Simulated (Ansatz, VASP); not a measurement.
# One calculation of Yb, two programs

```xyz
2
Lattice="3.9056 0.0000 0.0000 -1.9528 3.3823 0.0000 0.0000 0.0000 6.4282" Properties=species:S:1:pos:R:3 pbc="T T T"
Yb    0.0000    2.2549    1.6070
Yb    1.9528    1.1274    4.8211
```

Change from the starting cell: volume scaled by 1.02.

Alike in both runs: task single point; functional PBE; k mesh 11 × 11 × 6; occupations fermi-dirac, width 0.03 eV; no spin polarisation.

|  | VASP | Ansatz |
| --- | --- | --- |
| version | VASP 6.6.1 | Ansatz 0.2.0 |
| potentials or method | VASP PAW PBE potentials, release 64 (Yb), cutoff 520 eV | all-electron LAPW, scalar-relativistic |

|  | VASP | Ansatz | Ansatz less VASP |
| --- | --- | --- | --- |
| pressure (GPa) | -1.2 | -2.3 | -1.11 |
| traceless stress, the component that is largest in VASP (GPa) | 0.01 | 0.06 | +0.045 |

Ansatz ran all-electron here, and VASP with PAW potentials.

Spin-orbit coupling is off throughout.
